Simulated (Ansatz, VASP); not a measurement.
Two plane-wave programs on MgO2

The input INCAR:

```
SYSTEM = MgO2
PREC = Accurate
ENCUT = 520
EDIFF = 1E-6
ISMEAR = 0
SIGMA = 0.05
LREAL = .False.
LASPH = .True.
NELM = 100
ALGO = Normal
ISIF = 2
LWAVE = .False.
LCHARG = .True.
GGA = PS
LELF = .True.
LVHAR = .True.
NBANDS = 14
```

The input KPOINTS:

```
Automatic mesh
0
Gamma
  12 12 12
  0 0 0
```

The input POSCAR:

```
MgO2
1.0
    1.6047610160      0.9265092046      3.4939788749
   -1.6047610160      0.9265092046      3.4939788749
    0.0000000000     -1.8530184092      3.4939788749
Mg O
1 2
Direct
    0.0000000000      0.0000000000      0.0000000000
    0.4454813881      0.4454813881      0.4454813881
    0.5545186119      0.5545186119      0.5545186119
```

Input for Ansatz:

```yaml
crystal:
  lattice:
    - [1.604761016, 0.9265092046, 3.4939788749]
    - [-1.604761016, 0.9265092046, 3.4939788749]
    - [0.0, -1.8530184092, 3.4939788749]
  atoms:
    - { symbol: Mg, position: [0.0, 0.0, 0.0] }
    - { symbol: O, position: [0.4454813881, 0.4454813881, 0.4454813881] }
    - { symbol: O, position: [0.5545186119, 0.5545186119, 0.5545186119] }
basis:
  ecutwfc: 420
kpoints:
  mp_grid: { grid: [12, 12, 12] }
hamiltonian:
  xc: pbesol
scf:
  occupations: { method: gaussian, width: 0.05 }
output:
  forces: true
  stress: true
  eigenvalues: true
```

Change from the starting cell: mode 9 (885.4 1/cm) frozen in, largest displacement +0.175 Å.

Alike in both runs: task single point; functional PBEsol; k mesh 12 × 12 × 12; occupations gaussian, width 0.05 eV; no spin polarisation.

```csv
,VASP,Ansatz
version,VASP 6.6.1,Ansatz 0.2.0
potentials or method,"VASP PAW PBE potentials, release 64 (Mg, O), cutoff 520 eV","scalar-relativistic, plane waves, PAW"
valence electrons in the cell,14,22
```

```csv
,VASP,Ansatz,Ansatz less VASP
gap on the k mesh at the Fermi level (eV),2.11,2.10,-0.009
least direct gap on the mesh (eV),2.26,2.26,-0.008
rms of the force components (eV/Å),11.833,10.626,-1.2077
```

VASP's potentials were made for PBE, not for PBEsol. Atom by atom the forces differ by 1.208 eV/Å (rms over components). VASP's potentials hold 14 valence electrons a cell and Ansatz's 22, so a difference there can come from the potentials and not from the codes.

Noted on VASP's run: the standard files for N, O and F lose accuracy on very short bonds.
